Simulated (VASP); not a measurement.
# GaSb: single point with PBEsol

Crystal: GaSb.

```
Ga Sb
1.0
     0.00000    2.68219    2.68219
     2.68219    0.00000    2.68219
     2.68219    2.68219    0.00000
Ga Sb
1 1
Direct
  0.00000 0.00000 0.00000
  0.75000 0.75000 0.75000
```

- Program: VASP 6.6.1
- Task: single point
- Functional: PBEsol
- Potentials or basis: VASP PAW PBE potentials, release 64 (Ga_d, Sb)
- Cutoff: 520 eV
- k mesh: 12 × 12 × 12
- Occupations: fermi-dirac, width 0.15 eV
- Spin: no spin polarisation
- Dipole correction: no
- Further INCAR settings: ALGO = Normal; EDIFF = 1e-06; NBANDS = 16

```json
{"Pressure": "50.3 GPa", "Band gap on the k mesh": "zero (band 9 reaches 9.80 eV, above the bottom of band 10 at 9.72 eV)"}
```

Levels at points of the mesh, in eV from the Fermi level:
| k point | band 5 | band 6 | band 7 | band 8 | band 9 | band 10 | band 11 | band 12 | band 13 | band 14 |
| --- | --- | --- | --- | --- | --- | --- | --- | --- | --- | --- |
| (0.00, 0.00, 0.00) | -16.19 | -14.95 | 0.12 | 0.12 | 0.12 | 2.57 | 2.57 | 2.57 | 3.23 | 5.93 |
| (0.50, 0.00, 0.00) | -16.19 | -12.03 | -8.99 | -1.87 | -1.87 | 1.47 | 3.58 | 3.58 | 5.69 | 11.20 |
| (0.50, 0.50, 0.00) | -16.19 | -10.55 | -9.07 | -4.26 | -4.26 | 0.14 | 0.26 | 11.46 | 11.46 | 12.93 |

It took 22 s on 1 thread of Intel(R) Xeon(R) Platinum 8488C (Sapphire Rapids), with other jobs on the host, peak memory 0.18 GiB.

Caveat: the PAW data sets were made with another functional, which shifts forces and pressure a little; spin-orbit coupling is left out, which moves the levels of the heavy elements.
